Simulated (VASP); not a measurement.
MnSb, 4 atoms in the cell. It takes space group P6_3/mmc (No. 194, hexagonal). Conventional cell: a = 4.150 Å, b = 4.150 Å, c = 5.780 Å, α = 90.00°, β = 90.00°, γ = 120.00°. Sb (site symmetry -6m2) has 6 Mn at 2.80 Å and 6 Sb at 3.75 Å within 3.8 Å. Within 3.7 Å of Mn (site symmetry -3m) lie 6 Sb at 2.80 Å and 2 Mn at 2.89 Å. 

- Program: VASP 6.6.1
- Task: single point
- Functional: PBEsol
- Potentials or basis: VASP PAW PBE potentials, release 64 (Sb, Mn_pv)
- Cutoff: 520 eV
- k mesh: 7 × 7 × 5
- Occupations: fermi-dirac, width 0.05 eV
- Spin: collinear spin, ferromagnetic start
- Starting moments: [0.0, 0.0, 4.0, 4.0] μB
- Dipole correction: no
- Further INCAR settings: ALGO = Normal; EDIFF = 1e-07; NBANDS = 30

Potentials or basis: VASP PAW PBE potentials, release 64 (Sb, Mn_pv).

Run with:

```bash
$ cat potpaw_PBE.64/Sb/POTCAR potpaw_PBE.64/Mn_pv/POTCAR > POTCAR
$ mpirun -np 1 vasp_std > vasp.out
```

Hardware: 1 thread of AMD EPYC 7R43 64-Core Processor (Zen 3) (shared host).

Question: Estimate the wall time of this run.

Answer: Wall time 2.6 min on 1 thread of AMD EPYC 7R43 64-Core Processor (Zen 3) (shared host), peak memory 0.26 GiB. Counts: scf iterations 17, k points 24.
